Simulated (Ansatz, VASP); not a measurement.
## One calculation of Se, two programs

INCAR

```
SYSTEM = Se
  ALGO = Normal
  EDIFF = 1E-8
  ENCUT = 520
  GGA = PE
  ISIF = 2
  ISMEAR = -1
  LASPH = .TRUE.
  LCHARG = .FALSE.
  LEFG = .TRUE.
  LREAL = .FALSE.
  LWAVE = .FALSE.
  NBANDS = 16
  NELM = 60
  PREC = Accurate
  SIGMA = 0.03
```

Contents of KPOINTS:

```
k-points
0
G
  6 6 5
  0 0 0
```

Contents of POSCAR:

```
Se
1.0
    4.3661999489      0.0436619995      0.0436619995
   -2.1452875738      3.7594090740      0.0159814010
    0.0495360000      0.0495360000      4.9536000000
Se
3
Direct
    0.2254000000      0.0000000000      0.3333333333
    0.0000000000      0.2254000000      0.6666666667
    0.7746000000      0.7746000000      0.0000000000
```

Input for Ansatz:

```yaml
crystal:
  lattice:
    - [4.3661999489, 0.0436619995, 0.0436619995]
    - [-2.1452875738, 3.759409074, 0.015981401]
    - [0.049536, 0.049536, 4.9536]
  atoms:
    - { symbol: Se, position: [0.2254, 0.0, 0.3333333333] }
    - { symbol: Se, position: [0.0, 0.2254, 0.6666666667] }
    - { symbol: Se, position: [0.7746, 0.7746, 0.0] }
kpoints:
  mp_grid: { grid: [6, 6, 5] }
scf:
  occupations: { method: fermi_dirac, width: 0.03 }
hamiltonian:
  xc: pbe
  pseudopotentials: { kind: all_electron, datasets: crystal }
output:
  forces: true
  stress: true
  eigenvalues: true
  efg: { contact_densities: true }
```

Change from the starting cell: equal xy, yz and zx shear strains of +2 %, crystal datasets.

Alike in both runs: task electric field gradients; functional PBE; k mesh 6 × 6 × 5; occupations fermi-dirac, width 0.03 eV; no spin polarisation.

|  | VASP | Ansatz |
| --- | --- | --- |
| version | VASP 6.6.1 | Ansatz 0.2.0 |
| potentials or method | VASP PAW PBE potentials, release 64 (Se), cutoff 520 eV | all-electron PAW with datasets made for the crystal, scalar-relativistic |

```tsv
	VASP	Ansatz	Ansatz less VASP
gap on the k mesh at the Fermi level (eV)	1.15	1.15	+0.008
pressure (GPa)	3.0	2.9	-0.15
traceless stress, the component that is largest in VASP (GPa)	-1.40	-1.38	+0.014
rms of the force components (eV/Å)	0.324	0.305	-0.0195
size of Vzz on the site where it differs most (V/Å²)	511.8	533.1	+21.29
```

Atom by atom the forces differ by 0.022 eV/Å (rms over components). Ansatz ran all-electron here, and VASP with PAW potentials.
